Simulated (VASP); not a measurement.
CS3, 8 atoms in the cell. Symmetry: P6_3/mmc, No. 194, hexagonal system. Conventional cell: a = 6.568 Å, b = 6.568 Å, c = 2.962 Å, α = 90.00°, β = 90.00°, γ = 120.00°. C (site symmetry -6m2) has 6 S at 2.19 Å within 2.9 Å. S (site symmetry mm2) has 2 C at 2.19 Å and 6 S at 2.63 to 2.80 Å within 2.9 Å. 

```yaml
Program: VASP 6.6.1
Task: single point
Functional: PBE
Dispersion: D3(BJ)
Potentials_or_basis: VASP PAW PBE potentials, release 64 (C, S)
Cutoff: 520 eV
k_mesh: 3 × 3 × 4
Occupations: gaussian, width 0.1 eV
Spin: no spin polarisation
Dipole_correction: no
Further_INCAR_settings: ALGO = Normal; EDIFF = 1e-06; NBANDS = 32
```

Potentials or basis: VASP PAW PBE potentials, release 64 (C, S).

Command:

```bash
$ cat potpaw_PBE.64/C/POTCAR potpaw_PBE.64/S/POTCAR > POTCAR
$ mpirun -np 1 vasp_std > vasp.out
```

Hardware: 1 thread of Intel(R) Xeon(R) Platinum 8259CL CPU @ 2.50GHz (Skylake/Cascade Lake), on a shared host.

Q: Estimate the wall time of this run.

A: Run time: 43 s on 1 thread of Intel(R) Xeon(R) Platinum 8259CL CPU @ 2.50GHz (Skylake/Cascade Lake), on a shared host, peak memory 0.24 GiB. Counts: scf iterations 14, k points 9.
